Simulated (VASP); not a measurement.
# TiC (Fmmm) in VASP: further runs

Runs on TiC. Level: PBE. Tasks: single point.

All numbers are computed with VASP 6.6.1; they aren't measurements. Logs are shortened: lines on timing, memory, paths and dates and some standing lists are left out, and cuts for length are marked.

## 1. The cell of the first run

The structure is orthorhombic, space group Fmmm (No. 69). The conventional cell has a = 4.155 Å, b = 4.328 Å, c = 4.501 Å, α = 90.00°, β = 90.00°, γ = 90.00°. Within 2.8 Å of Ti (site symmetry mmm) lie 6 C at 2.08 to 2.25 Å. C (site symmetry mmm) has 6 Ti at 2.08 to 2.25 Å within 2.8 Å.

## 2. Single point, PBE (strain -0.0400 x Voigt [1, -1, 0, 0, 0, 0])

Input file INCAR:

```
PREC = Accurate
ENCUT = 520
EDIFF = 1E-6
ISMEAR = 0
SIGMA = 0.15
LREAL = False
LASPH = True
NELM = 100
ALGO = Normal
ISIF = 2
LWAVE = False
LCHARG = False
GGA = PE
NBANDS = 15
```

Input file KPOINTS:

```
regular mesh
0
Gamma
  18 18 18
```

Input file POSCAR:

```
TiC
1.0
    0.0000000000      2.2505600000      2.1640000000
    2.0774400000      0.0000000000      2.1640000000
    2.0774400000      2.2505600000      0.0000000000
Ti C
1 1
Direct
    0.0000000000      0.0000000000      0.0000000000
    0.5000000000      0.5000000000      0.5000000000
```

Potentials or basis: VASP PAW PBE potentials, release 64 (Ti_sv, C).

Run with:

```sh
$ cat potpaw_PBE.64/Ti_sv/POTCAR potpaw_PBE.64/C/POTCAR > POTCAR
$ mpirun -np 1 vasp_std > vasp.out
```

OUTCAR:

```text
PREC = Accurate
   ENCUT = 520
   EDIFF = 1E-6
   ISMEAR = 0
   LREAL = False
   LASPH = True
   NELM = 100
   ISIF = 2
   GGA = PE

 ion  position               nearest neighbor table
   1  0.000  0.000  0.000-   2 2.08   2 2.08   2 2.16   2 2.16   2 2.25   2 2.25
   2  0.500  0.500  0.500-   1 2.08   1 2.08   1 2.16   1 2.16   1 2.25   1 2.25

  LATTYP: Found a face centered orthorhombic cell.
 ALAT       =     4.1548800000
 B/A-ratio  =     1.0416666667
 C/A-ratio  =     1.0833333333

  Lattice vectors:

 A1 = (   0.0000000000,   2.2505600000,  -2.1640000000)
 A2 = (   2.0774400000,   2.2505600000,   0.0000000000)
 A3 = (   2.0774400000,   0.0000000000,  -2.1640000000)

Analysis of symmetry for initial positions (statically):
=====================================================================
 Subroutine PRICEL returns:
 Original cell was already a primitive cell.

 Routine SETGRP: Setting up the symmetry group for a
 face centered orthorhombic supercell.

 Subroutine GETGRP returns: Found  8 space group operations
 (whereof  8 operations were pure point group operations)
 out of a pool of  8 trial point group operations.

The static configuration has the point symmetry D_2h.

Analysis of symmetry for dynamics (positions and initial velocities):
=====================================================================
 Subroutine PRICEL returns:
 Original cell was already a primitive cell.

 Routine SETGRP: Setting up the symmetry group for a
 face centered orthorhombic supercell.

 Subroutine GETGRP returns: Found  8 space group operations
 (whereof  8 operations were pure point group operations)
 out of a pool of  8 trial point group operations.

The dynamic configuration has the point symmetry D_2h.

 Subroutine INISYM returns: Found  8 space group operations
 (whereof  8 operations are pure point group operations),
 and found     1 'primitive' translations

----------------------------------------------------------------------------------------

                                     Primitive cell

  volume of cell :      20.2351

  direct lattice vectors                    reciprocal lattice vectors
     0.000000000  2.250560000  2.164000000    -0.240680838  0.222166927  0.231053604
     2.077440000  0.000000000  2.164000000     0.240680838 -0.222166927  0.231053604
     2.077440000  2.250560000  0.000000000     0.240680838  0.222166927 -0.231053604

  length of vectors
     3.122165325  2.999775484  3.062805457     0.400838094  0.400838094  0.400838094

  position of ions in fractional coordinates (direct lattice)
     0.000000000  0.000000000  0.000000000
     0.500000000  0.500000000  0.500000000

  ion indices of the primitive-cell ions
   primitive index   ion index
                 1           1
                 2           2

----------------------------------------------------------------------------------------

 KPOINTS: regular mesh

Automatic generation of k-mesh.
 Grid dimensions read from file:
 generate k-points for:   18   18   18

 Generating k-lattice:

  Cartesian coordinates                     Fractional coordinates (reciprocal lattice)
    -0.013371158  0.012342607  0.012836311     0.055555556  0.000000000  0.000000000
     0.013371158 -0.012342607  0.012836311     0.000000000  0.055555556  0.000000000
     0.013371158  0.012342607 -0.012836311    -0.000000000 -0.000000000  0.055555556

  Length of vectors
     0.022268783  0.022268783  0.022268783

  Shift w.r.t. Gamma in fractional coordinates (k-lattice)
     0.000000000  0.000000000  0.000000000

 Subroutine IBZKPT returns following result:
 ===========================================

 Found    865 irreducible k-points:

 Following reciprocal coordinates:
            Coordinates               Weight
  0.000000  0.000000  0.000000      1.000000
  0.055556  0.000000 -0.000000      8.000000
  0.111111  0.000000 -0.000000      8.000000
  0.166667  0.000000  0.000000      8.000000
  0.222222  0.000000  0.000000      8.000000
  0.277778  0.000000  0.000000      8.000000
[... 16 lines left out ...]
 -0.277778  0.055556 -0.000000      8.000000
 -0.222222  0.055556  0.000000      8.000000
 [... further k-points ...]
   k-points           NKPTS =    865   k-points in BZ     NKDIM =    865   number of bands    NBANDS=     15
   number of dos      NEDOS =    301   number of ions     NIONS =      2
   total plane-waves  NPLWV =  13824
   dimension x,y,z NGX =    24 NGY =   24 NGZ =   24
   dimension x,y,z NGXF=    48 NGYF=   48 NGZF=   48
   ions per type =               1   1
   NGX,Y,Z   is equivalent  to a cutoff of  12.78, 13.30, 13.03 a.u.
   NGXF,Y,Z  is equivalent  to a cutoff of  25.56, 26.60, 26.05 a.u.
 SYSTEM =  unknown system
   PREC   = accura    normal or accurate (medium, high low for compatibility)
   ISTART =      0    job   : 0-new  1-cont  2-samecut
   ICHARG =      2    charge: 1-file 2-atom 10-const
   ISPIN  =      1    spin polarized calculation?
   LNONCOLLINEAR =      F non collinear calculations
   LSORBIT =      F    spin-orbit coupling
   LASPH  =      T    aspherical Exc in radial PAW
   ENCUT  =  520.0 eV  38.22 Ry    6.18 a.u.   5.81  5.58  5.69*2*pi/ulx,y,z
   NELM   =    100;   NELMIN=  2; NELMDL= -5     # of ELM steps
   EDIFF  = 0.1E-05   stopping-criterion for ELM
   LREAL  =      F    real-space projection
   EDIFFG = 0.1E-04   stopping-criterion for IOM
   NSW    =      0    number of steps for IOM
   IBRION =     -1    ionic relax: 0-MD 1-quasi-New 2-CG
   NFREE  =      0    steps in history (QN), initial steepest desc. (CG)
   ISIF   =      2    stress and relaxation
   ISYM   =      2    0-nonsym 1-usesym 2-fastsym
   POTIM  = 0.5000    time-step for ionic-motion
   TEBEG  =    0.0;   TEEND  =   0.0 temperature during run
   PSTRESS=    0.0 pullay stress
   NELECT =      16.0000    total number of electrons
   NUPDOWN=      -1.0000    fix difference up-down
   EMIN   =  10.00;   EMAX   =-10.00  energy-range for DOS
   EFERMI =   0.00;   METHOD = LEGACY
   ISMEAR =     0;   SIGMA  =   0.15  broadening in eV -4-tet -1-fermi 0-gaus
   EFERMI_NEDOS =   21; number of points for ismear=-14 and -15
   IALGO  =     38    algorithm
   IMIX   =      4    mixing-type and parameters
     AMIX     =   0.40;   BMIX     =  1.00
     AMIX_MAG =   1.60;   BMIX_MAG =  1.00
  volume/ion in A,a.u.               =      10.12        68.28
  Fermi-wavevector in a.u.,A,eV,Ry     =   1.513838  2.860739 31.180543  2.291705
  Thomas-Fermi vector in A             =   2.623576
   LORBIT       =      0    0 simple, 1 ext, 2 COOP (PROOUT), +10 PAW based schemes
   GGA     = PE    functional components
   LHFCALC =     F    Hartree Fock is set to
   AEXX    =    0.0000 exact exchange contribution
   IVDW    =     0    specifies the selected vdW correction
   LEPSILON=     F    determine dielectric tensor
   LRPA    =     F    only Hartree local field effects (RPA)
 non-spin polarized calculation
 Gauss-broadening in eV      SIGMA  =   0.15
  energy-cutoff  :      520.00
  volume of cell :       20.24
 maximum number of plane-waves:       560
   NGX = 11   NGY = 11   NGZ = 11

 number of electron      16.0000002 magnetization

 Free energy of the ion-electron system (eV)
  ---------------------------------------------------
  ext. energy  EPLUGINS =         0.00000000
  ---------------------------------------------------
  free energy    TOTEN  =       -18.62828962 eV

  energy without entropy =      -18.62492726  energy(sigma->0) =      -18.62660844

 E-fermi :   9.4775     XC(G=0): -12.7090

 val. band max:        9.4757858523   @ k =  -0.0556   0.2222   0.2778
 cond. band min:       9.4837535701   @ k =   0.2778   0.2222   0.0000
 fundamental gap:      0.0079677178
 Fermi energy:         9.4775448916

 k-point     1 :       0.0000    0.0000    0.0000
  band No.  band energies     occupation
      1     -47.0976      2.00000
      2     -23.1830      2.00000
      3     -23.1119      2.00000
      4     -23.0735      2.00000
      5      -2.9581      2.00000
      6       9.8786      0.00016
      7      10.1800      0.00000
      8      10.4691      0.00000
      9      10.8708      0.00000
     10      10.9933      0.00000
     11      11.1344      0.00000
     12      11.3084      0.00000
     13      11.3872      0.00000
     14      20.1275      0.00000
     15      23.5624      0.00000

 k-point     2 :       0.0556    0.0000   -0.0000
  band No.  band energies     occupation
      1     -47.0953      2.00000
      2     -23.1892      2.00000
      3     -23.1189      2.00000
      4     -23.0792      2.00000
      5      -2.8872      2.00000
      6       9.6807      0.05540
      7       9.8714      0.00020
      8      10.2071      0.00000
      9      10.4264      0.00000
     10      10.6369      0.00000
     11      11.3674      0.00000
     12      11.8256      0.00000
     13      12.2507      0.00000
     14      20.2532      0.00000
     15      23.5891      0.00000

 k-point     3 :       0.1111    0.0000   -0.0000
  band No.  band energies     occupation
      1     -47.0889      2.00000
      2     -23.2128      2.00000
      3     -23.1405      2.00000
      4     -23.0881      2.00000
      5      -2.6782      2.00000
      6       9.0089      1.99999
      7       9.1763      1.99549
      8       9.4961      0.86080
      9      10.4600      0.00000
     10      10.6526      0.00000
     11      11.6652      0.00000
     12      12.7342      0.00000
     13      13.2330      0.00000
     14      20.5726      0.00000
     15      23.6072      0.00000

 k-point     4 :       0.1667    0.0000    0.0000
  band No.  band energies     occupation
      1     -47.0789      2.00000
      2     -23.2652      2.00000
      3     -23.1641      2.00000
      4     -23.0942      2.00000
      5      -2.3414      2.00000
      6       8.1254      2.00000
      7       8.5053      2.00000
      8       8.7695      2.00000
      9      10.7007      0.00000
     10      10.8483      0.00000
     11      11.9286      0.00000
     12      13.6530      0.00000
     13      14.2283      0.00000
     14      20.8938      0.00000
     15      23.5590      0.00000
[... 307 lines left out ...]
 k-point    22 :      -0.3333    0.0556    0.0000
  band No.  band energies     occupation
      1     -47.0366      2.00000
      2     -23.5282      2.00000
      3     -23.2177      2.00000
      4     -23.1181      2.00000
      5      -0.5334      2.00000
      6       5.0453      2.00000
      7       6.8457      2.00000
      8       7.0372      2.00000
      9      11.6946      0.00000
     10      12.0853      0.00000
     11      13.0293      0.00000
     12      16.0971      0.00000
     13      17.1693      0.00000
     14      19.2901      0.00000
     15      24.7159      0.00000

 k-point    23 :      -0.2778    0.0556   -0.0000
  band No.  band energies     occupation
      1     -47.0482      2.00000
      2     -23.4546      2.00000
      3     -23.2034      2.00000
      4     -23.1147      2.00000
      5      -1.1232      2.00000
      6       5.9011      2.00000
      7       7.1882      2.00000
      8       7.4294      2.00000
      9      11.3554      0.00000
     10      11.7501      0.00000
     11      12.7071      0.00000
     12      15.3992      0.00000
     13      16.5021      0.00000
     14      20.1422      0.00000
     15      24.2698      0.00000

 k-point    24 :      -0.2222    0.0556    0.0000
  band No.  band energies     occupation
      1     -47.0610      2.00000
      2     -23.3737      2.00000
      3     -23.1858      2.00000
      4     -23.1108      2.00000
      5      -1.6734      2.00000
      6       6.8028      2.00000
      7       7.6435      2.00000
      8       7.9189      2.00000
      9      11.0121      0.00000
     10      11.4198      0.00000
     11      12.4177      0.00000
     12      14.5949      0.00000
     13      15.6890      0.00000
     14      20.8406      0.00000
     15      23.7366      0.00000

 [... further k-points ...]
[... 5 lines left out ...]
  --------------------------------------------------------------------------------------
  -------------------------------------------------------------------------------------
  Total        2.6971096     -1.4544957      0.1894834      0.0000000      0.0000000      0.0000000
  in kB      213.5516029   -115.1639880     15.0029080      0.0000000      0.0000000      0.0000000
  external PRESSURE =      37.7968409 kB  Pullay stress =       0.0000000 kB

 VOLUME and BASIS-vectors are now :
 -----------------------------------------------------------------------------
  energy-cutoff  :      520.00
  volume of cell :       20.24
      direct lattice vectors                 reciprocal lattice vectors
     0.000000000  2.250560000  2.164000000    -0.240680838  0.222166927  0.231053604
     2.077440000  0.000000000  2.164000000     0.240680838 -0.222166927  0.231053604
     2.077440000  2.250560000  0.000000000     0.240680838  0.222166927 -0.231053604

 POSITION                                       TOTAL-FORCE (eV/Angst)
 -----------------------------------------------------------------------------------
      0.00000      0.00000      0.00000         0.000000     -0.000000     -0.000000
      2.07744      2.25056      2.16400        -0.000000      0.000000      0.000000
 -----------------------------------------------------------------------------------
    total drift:                                0.000000     -0.000000     -0.000000

  FREE ENERGIE OF THE ION-ELECTRON SYSTEM (eV)
  ---------------------------------------------------
  free  energy   TOTEN  =       -18.6282896236 eV

  energy  without entropy=      -18.6249272629  energy(sigma->0) =      -18.62660844
```

Run time: 2.5 min. Hardware: 1 thread of AMD EPYC 9R45 (Zen 5), shared host; peak memory 0.33 GiB.

What came out:

| Property | Result |
| --- | --- |
| Free energy | -18.6283 eV |
| Pressure | 3.8 GPa |
| Band gap on the k mesh | zero (bands 8 and 9 overlap by 1.74 eV) |

Caveat: the cell differs from its parent crystal (strain -0.0400 x Voigt [1, -1, 0, 0, 0, 0]); the cell stands under pressure.

## 3. Single point, PBE (strain +0.0350 x Voigt [1, -1, 0, 0, 0, 0])

INCAR: that of step 2 with these lines changed.

```diff
@@ -2,3 +2,3 @@
 ENCUT = 520
-EDIFF = 1E-6
+EDIFF = 1E-7
 ISMEAR = 0
@@ -7,3 +7,3 @@
 LASPH = True
-NELM = 100
+NELM = 60
 ALGO = Normal
```

KPOINTS is that of step 2.

Input file POSCAR:

```
TiC
1.0
    0.0000000000      2.0882600000      2.1640000000
    2.2397400000      0.0000000000      2.1640000000
    2.2397400000      2.0882600000      0.0000000000
Ti C
1 1
Direct
    0.0000000000      0.0000000000      0.0000000000
    0.5000000000      0.5000000000      0.5000000000
```

Potentials or basis: VASP PAW PBE potentials, release 64 (Ti_sv, C).

Run with:

```sh
$ cat potpaw_PBE.64/Ti_sv/POTCAR potpaw_PBE.64/C/POTCAR > POTCAR
$ mpirun -np 1 vasp_std > vasp.out
```

It took 2.4 min on 1 thread of AMD EPYC 9R45 (Zen 5), shared host; peak memory 0.33 GiB.

Results (log left out):

| Quantity | Value |
| --- | --- |
| Free energy | -18.6479 eV |
| Pressure | 3.1 GPa |
| Band gap on the k mesh | zero (bands 8 and 9 overlap by 1.71 eV) |

Stress tensor (GPa, compression positive):
```
-10.25   0.00   0.00
  0.00  18.29   0.00
  0.00   0.00   1.40
```

Levels at points of the mesh, in eV from the Fermi level:
```tsv
k point	band 5	band 6	band 7	band 8	band 9	band 10	band 11	band 12
(0.00, 0.00, 0.00)	-12.43	0.44	0.70	0.95	1.44	1.54	1.66	1.81
(0.50, 0.00, 0.00)	-8.91	-5.87	-3.00	-2.90	2.80	3.07	4.16	7.74
(0.50, 0.50, 0.00)	-10.16	-3.45	-1.61	-0.04	0.01	2.65	3.30	3.74
(0.50, 0.00, 0.50)	-10.09	-3.04	-1.69	-0.31	-0.30	2.72	3.41	3.67
(0.00, 0.50, 0.50)	-10.23	-3.80	-1.58	0.19	0.25	2.69	3.40	3.58
```

Caveat: the cell differs from its parent crystal (strain +0.0350 x Voigt [1, -1, 0, 0, 0, 0]); the cell stands under pressure.
